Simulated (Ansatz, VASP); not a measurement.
## Two plane-wave programs on Cd3O2

```
Cd O
1.0
     4.40332    0.00000    0.00000
     0.00000    4.40332    0.00000
     0.00000    0.00000    5.71490
Cd O
3 2
Direct
  0.50000 0.00000 0.98751
  0.00000 0.50000 0.98751
  0.00000 0.00000 0.43863
  0.00000 0.00000 0.82929
  0.50000 0.50000 0.02707
```

Change from the starting cell: species swapped into the Cu3Te2 type (P4mm, No. 99).

Alike in both runs: functional PBE; k mesh 4 × 4 × 3; occupations gaussian, width 0.2 eV; no spin polarisation.

Ansatz relaxed the structure, and its values are those at the end. VASP's run is a single point on that final structure, the one shown.

|  | VASP | Ansatz |
| --- | --- | --- |
| version | VASP 6.6.1 | Ansatz 0.2.0 |
| potentials or method | VASP PAW PBE potentials, release 64 (Cd, O), cutoff 520 eV | scalar-relativistic, plane waves, PAW |
| valence electrons in the cell | 48 | 72 |

|  | VASP | Ansatz | Ansatz less VASP |
| --- | --- | --- | --- |
| gap on the k mesh at the Fermi level (eV) | 0.34 | 0.34 | +0.001 |
| least direct gap on the mesh (eV) | 0.83 | 0.83 | +0.004 |
| pressure (GPa) | 0.6 | -0.1 | -0.69 |
| rms of the force components (eV/Å) | 0.021 | 0.004 | -0.0170 |

VASP's potentials hold 48 valence electrons a cell and Ansatz's 72, so a difference there can come from the potentials and not from the codes.
